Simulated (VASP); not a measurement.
# Al3Cu (P4/mmm) in VASP: further runs

Runs on Al3Cu. Level: PBEsol. Tasks: single point.

Everything below comes from runs of VASP 6.6.1. Logs are shortened: lines on timing, memory, paths and dates and some standing lists are left out, and cuts for length are marked.

### Step 1. The cell of the first run

Symmetry: P4/mmm, No. 123, tetragonal system. Conventional cell: a = 2.778 Å, b = 2.778 Å, c = 7.513 Å, α = 90.00°, β = 90.00°, γ = 90.00°. Al (site symmetry 4/mmm) has 12 Al at 2.78 to 2.85 Å within 3.7 Å. Al (site symmetry 4mm) has 4 Cu at 2.60 Å and 9 Al at 2.78 to 3.40 Å within 3.4 Å. Cu (site symmetry 4/mmm) has 8 Al at 2.60 Å and 4 Cu at 2.78 Å within 3.4 Å.

### Step 2. Single point, PBEsol

Contents of INCAR:

```
SYSTEM = Al3Cu
ALGO = Normal
EDIFF = 1E-6
ENCUT = 520
GGA = PS
ISIF = 2
ISMEAR = 0
LASPH = .True.
LCHARG = .False.
LREAL = .False.
LWAVE = .False.
NBANDS = 18
NELM = 100
PREC = Accurate
SIGMA = 0.1
```

Contents of KPOINTS:

```
k-points
0
Gamma
  1 1 1
  0 0 0
```

Contents of POSCAR:

```
Al3Cu
1.0
    2.7784054294      0.0000000000      0.0000000000
    0.0000000000      2.7784054294      0.0000000000
    0.0000000000      0.0000000000      7.5134034100
Al Cu
3 1
Direct
    0.0000000000      0.0000000000      0.5000000000
    0.5000000000      0.5000000000      0.2261155100
    0.5000000000      0.5000000000      0.7738844900
    0.0000000000      0.0000000000      0.0000000000
```

Potentials or basis: VASP PAW PBE potentials, release 64 (Al, Cu).

Command:

```console
> cat potpaw_PBE.64/Al/POTCAR potpaw_PBE.64/Cu/POTCAR > POTCAR
> mpirun -np 1 vasp_gam > vasp.out
```

OUTCAR:

```text
SYSTEM = Al3Cu
   EDIFF = 1E-6
   ENCUT = 520
   GGA = PS
   ISIF = 2
   ISMEAR = 0
   LASPH = .True.
   LREAL = .False.
   NELM = 100
   PREC = Accurate

 ion  position               nearest neighbor table
   1  0.000  0.000  0.500-   2 2.85   3 2.85   2 2.85   3 2.85   2 2.85   3 2.85   2 2.85   3 2.85

   2  0.500  0.500  0.226-   4 2.60   4 2.60   4 2.60   4 2.60   1 2.85   1 2.85   1 2.85   1 2.85

   3  0.500  0.500  0.774-   4 2.60   4 2.60   4 2.60   4 2.60   1 2.85   1 2.85   1 2.85   1 2.85

   4  0.000  0.000  0.000-   2 2.60   3 2.60   2 2.60   3 2.60   2 2.60   3 2.60   2 2.60   3 2.60

  LATTYP: Found a simple tetragonal cell.
 ALAT       =     2.7784054294
 C/A-ratio  =     2.7042141980

  Lattice vectors:

 A1 = (   2.7784054294,   0.0000000000,   0.0000000000)
 A2 = (   0.0000000000,   2.7784054294,   0.0000000000)
 A3 = (   0.0000000000,   0.0000000000,   7.5134034100)

Analysis of symmetry for initial positions (statically):
=====================================================================
 Subroutine PRICEL returns:
 Original cell was already a primitive cell.

 Routine SETGRP: Setting up the symmetry group for a
 simple tetragonal supercell.

 Subroutine GETGRP returns: Found 16 space group operations
 (whereof 16 operations were pure point group operations)
 out of a pool of 16 trial point group operations.

The static configuration has the point symmetry D_4h.

Analysis of symmetry for dynamics (positions and initial velocities):
=====================================================================
 Subroutine PRICEL returns:
 Original cell was already a primitive cell.

 Routine SETGRP: Setting up the symmetry group for a
 simple tetragonal supercell.

 Subroutine GETGRP returns: Found 16 space group operations
 (whereof 16 operations were pure point group operations)
 out of a pool of 16 trial point group operations.

The dynamic configuration has the point symmetry D_4h.

 Subroutine INISYM returns: Found 16 space group operations
 (whereof 16 operations are pure point group operations),
 and found     1 'primitive' translations

----------------------------------------------------------------------------------------

                                     Primitive cell

  volume of cell :      58.0000

  direct lattice vectors                    reciprocal lattice vectors
     2.778405429  0.000000000  0.000000000     0.359918675  0.000000000  0.000000000
     0.000000000  2.778405429  0.000000000     0.000000000  0.359918675  0.000000000
     0.000000000  0.000000000  7.513403410     0.000000000  0.000000000  0.133095476

  length of vectors
     2.778405429  2.778405429  7.513403410     0.359918675  0.359918675  0.133095476

  position of ions in fractional coordinates (direct lattice)
     0.000000000  0.000000000  0.500000000
     0.500000000  0.500000000  0.226115510
     0.500000000  0.500000000  0.773884490
     0.000000000  0.000000000  0.000000000

  ion indices of the primitive-cell ions
   primitive index   ion index
                 1           1
                 2           2
                 3           3
                 4           4

----------------------------------------------------------------------------------------

 KPOINTS: k-points

Automatic generation of k-mesh.
 Grid dimensions read from file:
 generate k-points for:    1    1    1

 Generating k-lattice:

  Cartesian coordinates                     Fractional coordinates (reciprocal lattice)
     0.359918675  0.000000000  0.000000000     1.000000000  0.000000000  0.000000000
     0.000000000  0.359918675  0.000000000     0.000000000  1.000000000  0.000000000
     0.000000000  0.000000000  0.133095476     0.000000000  0.000000000  1.000000000

  Length of vectors
     0.359918675  0.359918675  0.133095476

  Shift w.r.t. Gamma in fractional coordinates (k-lattice)
     0.000000000  0.000000000  0.000000000

 Subroutine IBZKPT returns following result:
 ===========================================

 Found      1 irreducible k-points:

 Following reciprocal coordinates:
            Coordinates               Weight
  0.000000  0.000000  0.000000      1.000000
   k-points           NKPTS =      1   k-points in BZ     NKDIM =      1   number of bands    NBANDS=     18
   number of dos      NEDOS =    301   number of ions     NIONS =      4
   total plane-waves  NPLWV =  32256
   dimension x,y,z NGX =    24 NGY =   24 NGZ =   56
   dimension x,y,z NGXF=    48 NGYF=   48 NGZF=  112
   ions per type =               3   1
   NGX,Y,Z   is equivalent  to a cutoff of  14.36, 14.36, 12.39 a.u.
   NGXF,Y,Z  is equivalent  to a cutoff of  28.72, 28.72, 24.78 a.u.
 SYSTEM =  Al3Cu
   PREC   = accura    normal or accurate (medium, high low for compatibility)
   ISTART =      0    job   : 0-new  1-cont  2-samecut
   ICHARG =      2    charge: 1-file 2-atom 10-const
   ISPIN  =      1    spin polarized calculation?
   LNONCOLLINEAR =      F non collinear calculations
   LSORBIT =      F    spin-orbit coupling
   LASPH  =      T    aspherical Exc in radial PAW
   ENCUT  =  520.0 eV  38.22 Ry    6.18 a.u.   5.17  5.17 13.97*2*pi/ulx,y,z
   NELM   =    100;   NELMIN=  2; NELMDL= -5     # of ELM steps
   EDIFF  = 0.1E-05   stopping-criterion for ELM
   LREAL  =      F    real-space projection
   EDIFFG = 0.1E-04   stopping-criterion for IOM
   NSW    =      0    number of steps for IOM
   IBRION =     -1    ionic relax: 0-MD 1-quasi-New 2-CG
   NFREE  =      0    steps in history (QN), initial steepest desc. (CG)
   ISIF   =      2    stress and relaxation
   ISYM   =      2    0-nonsym 1-usesym 2-fastsym
   POTIM  = 0.5000    time-step for ionic-motion
   TEBEG  =    0.0;   TEEND  =   0.0 temperature during run
   PSTRESS=    0.0 pullay stress
   NELECT =      20.0000    total number of electrons
   NUPDOWN=      -1.0000    fix difference up-down
   EMIN   =  10.00;   EMAX   =-10.00  energy-range for DOS
   EFERMI =   0.00;   METHOD = LEGACY
   ISMEAR =     0;   SIGMA  =   0.10  broadening in eV -4-tet -1-fermi 0-gaus
   EFERMI_NEDOS =   21; number of points for ismear=-14 and -15
   IALGO  =     38    algorithm
   IMIX   =      4    mixing-type and parameters
     AMIX     =   0.40;   BMIX     =  1.00
     AMIX_MAG =   1.60;   BMIX_MAG =  1.00
  volume/ion in A,a.u.               =      14.50        97.85
  Fermi-wavevector in a.u.,A,eV,Ry     =   1.148001  2.169407 17.931197  1.317906
  Thomas-Fermi vector in A             =   2.284678
   LORBIT       =      0    0 simple, 1 ext, 2 COOP (PROOUT), +10 PAW based schemes
   GGA     = PS    functional components
   LHFCALC =     F    Hartree Fock is set to
   AEXX    =    0.0000 exact exchange contribution
   IVDW    =     0    specifies the selected vdW correction
   LEPSILON=     F    determine dielectric tensor
   LRPA    =     F    only Hartree local field effects (RPA)
 non-spin polarized calculation
 Gauss-broadening in eV      SIGMA  =   0.10
  energy-cutoff  :      520.00
  volume of cell :       58.00
 maximum number of plane-waves:       786
 NGX is ok and might be reduce to    24
   NGX = 11   NGY = 11   NGZ = 27

 number of electron      20.0000013 magnetization

 Free energy of the ion-electron system (eV)
  ---------------------------------------------------
  ext. energy  EPLUGINS =         0.00000000
  ---------------------------------------------------
  free energy    TOTEN  =       -28.24197052 eV

  energy without entropy =      -28.24197052  energy(sigma->0) =      -28.24197052

 E-fermi :  10.4196     XC(G=0): -10.9694

 val. band max:        9.9369770381   @ k =   0.0000   0.0000   0.0000
 cond. band min:      13.7623319367   @ k =   0.0000   0.0000   0.0000
 fundamental gap:      3.8253548987
 Fermi energy:        10.4196401691

 k-point     1 :       0.0000    0.0000    0.0000
  band No.  band energies     occupation
      1      -3.4378      2.00000
      2      -0.6931      2.00000
      3       0.7180      2.00000
      4       6.6299      2.00000
      5       6.8929      2.00000
      6       7.2564      2.00000
[... 10 lines left out ...]
     17      18.0152      0.00000
     18      18.3581      0.00000

------------------------ aborting loop because EDIFF is reached ----------------------------------------

  FORCE on cell =-STRESS in cart. coord.  units (eV):
  Direction    XX          YY          ZZ          XY          YZ          ZX
  --------------------------------------------------------------------------------------
  -------------------------------------------------------------------------------------
  Total      -37.5911697    -37.5911697     60.6022628      0.0000000      0.0000000      0.0000000
  in kB    -1038.4090774  -1038.4090774   1674.0617650      0.0000000      0.0000000      0.0000000
  external PRESSURE =    -134.2521299 kB  Pullay stress =       0.0000000 kB

 VOLUME and BASIS-vectors are now :
 -----------------------------------------------------------------------------
  energy-cutoff  :      520.00
  volume of cell :       58.00
      direct lattice vectors                 reciprocal lattice vectors
     2.778405429  0.000000000  0.000000000     0.359918675  0.000000000  0.000000000
     0.000000000  2.778405429  0.000000000     0.000000000  0.359918675  0.000000000
     0.000000000  0.000000000  7.513403410     0.000000000  0.000000000  0.133095476

 POSITION                                       TOTAL-FORCE (eV/Angst)
 -----------------------------------------------------------------------------------
      0.00000      0.00000      3.75670        -0.000000     -0.000000      0.000000
      1.38920      1.38920      1.69890         0.000000      0.000000     -4.941044
      1.38920      1.38920      5.81451        -0.000000      0.000000      4.941044
      0.00000      0.00000      0.00000        -0.000000     -0.000000      0.000000
 -----------------------------------------------------------------------------------
    total drift:                                0.000000      0.000000     -0.000000

  FREE ENERGIE OF THE ION-ELECTRON SYSTEM (eV)
  ---------------------------------------------------
  free  energy   TOTEN  =       -28.2419705239 eV

  energy  without entropy=      -28.2419705239  energy(sigma->0) =      -28.24197052
```

It took 3.5 s on 1 thread of Intel Xeon 6975P-C (Granite Rapids), shared host; peak memory 0.16 GiB.

Results:

```yaml
Free_energy: -28.2420 eV
Pressure: -13.4 GPa
Largest_force: 4.941 eV/Å
Band_gap_on_the_k_mesh: 3.83 eV
```

Forces on the atoms (eV/Å):
```
Al   0.000  0.000  0.000
Al   0.000  0.000 -4.941
Al   0.000  0.000  4.941
Cu   0.000  0.000  0.000
```

Caveat: the k points lie up to 2.26 Å⁻¹ apart; the PAW data sets were made with another functional, which shifts forces and pressure a little. A k mesh can miss the band edges.

[end of part 1 of 2]
